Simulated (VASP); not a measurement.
# CdTe (rocksalt type) (Fm-3m) in VASP: single point with PBE

Aim: the single point of CdTe (rocksalt type) with PBE.

Program: VASP 6.6.1. These are calculated values, not measurements. Logs are shortened: lines on timing, memory, paths and dates and some standing lists are left out, and cuts for length are marked.

### 1 The cell of the first run

Symmetry: Fm-3m, No. 225, cubic system. Conventional cell: a = 6.124 Å, b = 6.124 Å, c = 6.124 Å, α = 90.00°, β = 90.00°, γ = 90.00°. Cd (site symmetry m-3m) has 6 Te at 3.06 Å within 4.0 Å. Within 4.0 Å of Te (site symmetry m-3m) lie 6 Cd at 3.06 Å.

### 2 Single point, PBE

Input file INCAR:

```
SYSTEM = CdTe
PREC = Accurate ; ENCUT = 520
EDIFF = 1E-6 ; ISMEAR = -1
SIGMA = 0.05 ; LREAL = .False.
LASPH = .True. ; NELM = 80
ALGO = Normal ; ISIF = 2
LWAVE = .False. ; LCHARG = .True.
GGA = PE ; LELF = .True.
LVHAR = .True. ; NBANDS = 16
```

Input file KPOINTS:

```
regular mesh
0
Gamma
  12 12 12
  0 0 0
```

Input file POSCAR:

```
CdTe
1.0
    0.0000000000      3.0619746469      3.0619746469
    3.0619746469      0.0000000000      3.0619746469
    3.0619746469      3.0619746469      0.0000000000
Cd Te
1 1
Direct
    0.0000000000      0.0000000000      0.0000000000
    0.5000000000      0.5000000000      0.5000000000
```

Potentials or basis: VASP PAW PBE potentials, release 64 (Cd, Te).

Launch:

```bash
$ cat potpaw_PBE.64/Cd/POTCAR potpaw_PBE.64/Te/POTCAR > POTCAR
$ mpirun -np 1 vasp_std > vasp.out
```

OUTCAR:

```text
SYSTEM = CdTe
   PREC = Accurate
   ENCUT = 520
   EDIFF = 1E-6
   ISMEAR = -1
   LREAL = .False.
   LASPH = .True.
   NELM = 80
   ISIF = 2
   GGA = PE

 ion  position               nearest neighbor table
   1  0.000  0.000  0.000-   2 3.06   2 3.06   2 3.06   2 3.06   2 3.06   2 3.06
   2  0.500  0.500  0.500-   1 3.06   1 3.06   1 3.06   1 3.06   1 3.06   1 3.06

  LATTYP: Found a face centered cubic cell.
 ALAT       =     6.1239492938

  Lattice vectors:

 A1 = (   0.0000000000,   3.0619746469,   3.0619746469)
 A2 = (   3.0619746469,   0.0000000000,   3.0619746469)
 A3 = (   3.0619746469,   3.0619746469,   0.0000000000)

Analysis of symmetry for initial positions (statically):
=====================================================================
 Subroutine PRICEL returns:
 Original cell was already a primitive cell.

 Routine SETGRP: Setting up the symmetry group for a
 face centered cubic supercell.

 Subroutine GETGRP returns: Found 48 space group operations
 (whereof 48 operations were pure point group operations)
 out of a pool of 48 trial point group operations.

The static configuration has the point symmetry O_h .

Analysis of symmetry for dynamics (positions and initial velocities):
=====================================================================
 Subroutine PRICEL returns:
 Original cell was already a primitive cell.

 Routine SETGRP: Setting up the symmetry group for a
 face centered cubic supercell.

 Subroutine GETGRP returns: Found 48 space group operations
 (whereof 48 operations were pure point group operations)
 out of a pool of 48 trial point group operations.

The dynamic configuration has the point symmetry O_h .

 Subroutine INISYM returns: Found 48 space group operations
 (whereof 48 operations are pure point group operations),
 and found     1 'primitive' translations

----------------------------------------------------------------------------------------

                                     Primitive cell

  volume of cell :      57.4162

  direct lattice vectors                    reciprocal lattice vectors
     0.000000000  3.061974647  3.061974647    -0.163293318  0.163293318  0.163293318
     3.061974647  0.000000000  3.061974647     0.163293318 -0.163293318  0.163293318
     3.061974647  3.061974647  0.000000000     0.163293318  0.163293318 -0.163293318

  length of vectors
     4.330286073  4.330286073  4.330286073     0.282832323  0.282832323  0.282832323

  position of ions in fractional coordinates (direct lattice)
     0.000000000  0.000000000  0.000000000
     0.500000000  0.500000000  0.500000000

  ion indices of the primitive-cell ions
   primitive index   ion index
                 1           1
                 2           2

----------------------------------------------------------------------------------------

 KPOINTS: regular mesh

Automatic generation of k-mesh.
 Grid dimensions read from file:
 generate k-points for:   12   12   12

 Generating k-lattice:

  Cartesian coordinates                     Fractional coordinates (reciprocal lattice)
    -0.013607777  0.013607777  0.013607777     0.083333333  0.000000000  0.000000000
     0.013607777 -0.013607777  0.013607777     0.000000000  0.083333333  0.000000000
     0.013607777  0.013607777 -0.013607777     0.000000000  0.000000000  0.083333333

  Length of vectors
     0.023569360  0.023569360  0.023569360

  Shift w.r.t. Gamma in fractional coordinates (k-lattice)
     0.000000000  0.000000000  0.000000000

 Subroutine IBZKPT returns following result:
 ===========================================

 Found     72 irreducible k-points:

 Following reciprocal coordinates:
            Coordinates               Weight
  0.000000  0.000000  0.000000      1.000000
  0.083333  0.000000  0.000000      8.000000
  0.166667  0.000000  0.000000      8.000000
  0.250000  0.000000  0.000000      8.000000
  0.333333  0.000000  0.000000      8.000000
  0.416667  0.000000  0.000000      8.000000
[... 16 lines left out ...]
  0.500000  0.166667  0.000000     24.000000
 -0.416667  0.166667  0.000000     24.000000
 [... further k-points ...]
   k-points           NKPTS =     72   k-points in BZ     NKDIM =     72   number of bands    NBANDS=     16
   number of dos      NEDOS =    301   number of ions     NIONS =      2
   total plane-waves  NPLWV =  32768
   dimension x,y,z NGX =    32 NGY =   32 NGZ =   32
   dimension x,y,z NGXF=    64 NGYF=   64 NGZF=   64
   ions per type =               1   1
   NGX,Y,Z   is equivalent  to a cutoff of  12.29, 12.29, 12.29 a.u.
   NGXF,Y,Z  is equivalent  to a cutoff of  24.57, 24.57, 24.57 a.u.
 SYSTEM =  CdTe
   PREC   = accura    normal or accurate (medium, high low for compatibility)
   ISTART =      0    job   : 0-new  1-cont  2-samecut
   ICHARG =      2    charge: 1-file 2-atom 10-const
   ISPIN  =      1    spin polarized calculation?
   LNONCOLLINEAR =      F non collinear calculations
   LSORBIT =      F    spin-orbit coupling
   LASPH  =      T    aspherical Exc in radial PAW
   ENCUT  =  520.0 eV  38.22 Ry    6.18 a.u.   8.05  8.05  8.05*2*pi/ulx,y,z
   NELM   =     80;   NELMIN=  2; NELMDL= -5     # of ELM steps
   EDIFF  = 0.1E-05   stopping-criterion for ELM
   LREAL  =      F    real-space projection
[... 7 lines left out ...]
   TEBEG  =    0.0;   TEEND  =   0.0 temperature during run
   PSTRESS=    0.0 pullay stress
   NELECT =      18.0000    total number of electrons
   NUPDOWN=      -1.0000    fix difference up-down
   EMIN   =  10.00;   EMAX   =-10.00  energy-range for DOS
   EFERMI =   0.00;   METHOD = LEGACY
   ISMEAR =    -1;   SIGMA  =   0.05  broadening in eV -4-tet -1-fermi 0-gaus
   EFERMI_NEDOS =   21; number of points for ismear=-14 and -15
   IALGO  =     38    algorithm
   IMIX   =      4    mixing-type and parameters
     AMIX     =   0.40;   BMIX     =  1.00
     AMIX_MAG =   1.60;   BMIX_MAG =  1.00
  volume/ion in A,a.u.               =      28.71       193.73
  Fermi-wavevector in a.u.,A,eV,Ry     =   1.112126  2.101614 16.828022  1.236825
  Thomas-Fermi vector in A             =   2.248697
   LORBIT       =      0    0 simple, 1 ext, 2 COOP (PROOUT), +10 PAW based schemes
   GGA     = PE    functional components
[... 5 lines left out ...]
 non-spin polarized calculation
  energy-cutoff  :      520.00
  volume of cell :       57.42
 maximum number of plane-waves:      1572
   NGX = 17   NGY = 17   NGZ = 17

 number of electron      18.0000007 magnetization

 Free energy of the ion-electron system (eV)
  ---------------------------------------------------
  ext. energy  EPLUGINS =         0.00000000
  ---------------------------------------------------
  free energy    TOTEN  =        -4.45540598 eV

  energy without entropy =       -4.44718990  energy(sigma->0) =       -4.45129794

 E-fermi :   3.8129     XC(G=0):  -9.6733

 val. band max:        3.8065480586   @ k =   0.5000   0.0000   0.0000
 cond. band min:       3.8479152041   @ k =  -0.2500   0.0833   0.0000
 fundamental gap:      0.0413671454
 Fermi energy:         3.8129487115

 k-point     1 :       0.0000    0.0000    0.0000
  band No.  band energies     occupation
      1      -7.6908      2.00000
      2      -4.4315      2.00000
      3      -4.4315      2.00000
      4      -4.3920      2.00000
      5      -4.3920      2.00000
      6      -4.3920      2.00000
[... 8 lines left out ...]
     15      11.5417      0.00000
     16      11.5417      0.00000

 k-point     2 :       0.0833    0.0000    0.0000
  band No.  band energies     occupation
      1      -7.6365      2.00000
      2      -4.4399      2.00000
      3      -4.4399      2.00000
      4      -4.3940      2.00000
      5      -4.3878      2.00000
      6      -4.3878      2.00000
[... 8 lines left out ...]
     15      11.3635      0.00000
     16      11.5289      0.00000

 k-point     3 :       0.1667    0.0000    0.0000
  band No.  band energies     occupation
      1      -7.4797      2.00000
      2      -4.4654      2.00000
      3      -4.4654      2.00000
      4      -4.4006      2.00000
      5      -4.3741      2.00000
      6      -4.3741      2.00000
[... 8 lines left out ...]
     15      11.6729      0.00000
     16      11.6729      0.00000

 k-point     4 :       0.2500    0.0000    0.0000
  band No.  band energies     occupation
      1      -7.2419      2.00000
      2      -4.5012      2.00000
      3      -4.5012      2.00000
      4      -4.4129      2.00000
      5      -4.3537      2.00000
      6      -4.3537      2.00000
[... 8 lines left out ...]
     15      12.3018      0.00000
     16      12.3018      0.00000

 k-point     5 :       0.3333    0.0000    0.0000
  band No.  band energies     occupation
      1      -6.9670      2.00000
      2      -4.5371      2.00000
      3      -4.5371      2.00000
      4      -4.4318      2.00000
      5      -4.3327      2.00000
      6      -4.3327      2.00000
[... 8 lines left out ...]
     15      13.1593      0.00000
     16      13.1593      0.00000

 k-point     6 :       0.4167    0.0000    0.0000
  band No.  band energies     occupation
      1      -6.7316      2.00000
      2      -4.5631      2.00000
      3      -4.5631      2.00000
      4      -4.4540      2.00000
      5      -4.3172      2.00000
      6      -4.3172      2.00000
[... 8 lines left out ...]
     15      14.1766      0.00000
     16      14.1766      0.00000
[... 267 lines left out ...]
 k-point    21 :       0.3333    0.1667    0.0000
  band No.  band energies     occupation
      1      -7.0699      2.00000
      2      -4.4729      2.00000
      3      -4.4573      2.00000
      4      -4.4189      2.00000
      5      -4.3353      2.00000
      6      -4.3271      2.00000
[... 8 lines left out ...]
     15      13.8201      0.00000
     16      14.1273      0.00000

 k-point    22 :       0.4167    0.1667    0.0000
  band No.  band energies     occupation
      1      -6.8615      2.00000
      2      -4.4931      2.00000
      3      -4.4445      2.00000
      4      -4.4241      2.00000
      5      -4.3102      2.00000
      6      -4.3061      2.00000
[... 8 lines left out ...]
     15      14.6139      0.00000
     16      14.9787      0.00000

 k-point    23 :       0.5000    0.1667    0.0000
  band No.  band energies     occupation
      1      -6.7122      2.00000
      2      -4.5262      2.00000
      3      -4.4342      2.00000
      4      -4.4178      2.00000
      5      -4.3044      2.00000
      6      -4.2741      2.00000
[... 8 lines left out ...]
     15      15.0511      0.00000
     16      15.0628      0.00000

 k-point    24 :      -0.4167    0.1667    0.0000
  band No.  band energies     occupation
      1      -6.6784      2.00000
      2      -4.5487      2.00000
      3      -4.4495      2.00000
      4      -4.4067      2.00000
      5      -4.3101      2.00000
      6      -4.2617      2.00000
[... 8 lines left out ...]
     15      13.9486      0.00000
     16      14.2198      0.00000

 [... further k-points ...]

------------------------ aborting loop because EDIFF is reached ----------------------------------------

  FORCE on cell =-STRESS in cart. coord.  units (eV):
  Direction    XX          YY          ZZ          XY          YZ          ZX
  --------------------------------------------------------------------------------------
  -------------------------------------------------------------------------------------
  Total        0.0589742      0.0589742      0.0589742      0.0000000      0.0000000     -0.0000000
  in kB        1.6456525      1.6456525      1.6456525      0.0000000      0.0000000     -0.0000000
  external PRESSURE =       1.6456525 kB  Pullay stress =       0.0000000 kB

 VOLUME and BASIS-vectors are now :
 -----------------------------------------------------------------------------
  energy-cutoff  :      520.00
  volume of cell :       57.42
      direct lattice vectors                 reciprocal lattice vectors
     0.000000000  3.061974647  3.061974647    -0.163293318  0.163293318  0.163293318
     3.061974647  0.000000000  3.061974647     0.163293318 -0.163293318  0.163293318
     3.061974647  3.061974647  0.000000000     0.163293318  0.163293318 -0.163293318

 POSITION                                       TOTAL-FORCE (eV/Angst)
 -----------------------------------------------------------------------------------
      0.00000      0.00000      0.00000        -0.000000      0.000000     -0.000000
      3.06197      3.06197      3.06197         0.000000     -0.000000      0.000000
 -----------------------------------------------------------------------------------
    total drift:                                0.000000     -0.000000     -0.000000

  FREE ENERGIE OF THE ION-ELECTRON SYSTEM (eV)
  ---------------------------------------------------
  free  energy   TOTEN  =        -4.4554059829 eV

  energy  without entropy=       -4.4471899023  energy(sigma->0) =       -4.45129794
```

Wall time 78 s (1 thread of Intel Xeon 8259CL, shared host); peak memory 0.22 GiB.

What came out:

* Free energy: -4.4554 eV
* Pressure: 0.2 GPa
* Band gap on the k mesh: zero (bands 9 and 10 overlap by 1.32 eV)

Levels at points of the mesh, in eV from the Fermi level:
```tsv
k point	band 6	band 7	band 8	band 9	band 10	band 11	band 12	band 13
(0.00, 0.00, 0.00)	-8.20	-0.42	-0.42	-0.42	0.32	7.14	7.14	7.14
(0.50, 0.00, 0.00)	-8.12	-5.06	-0.01	-0.01	2.77	4.04	4.04	4.73
(0.50, 0.50, 0.00)	-7.45	-4.00	-2.00	-2.00	-1.23	4.32	9.15	9.15
```

Caveat: spin-orbit coupling is left out, which moves the levels of the heavy elements.
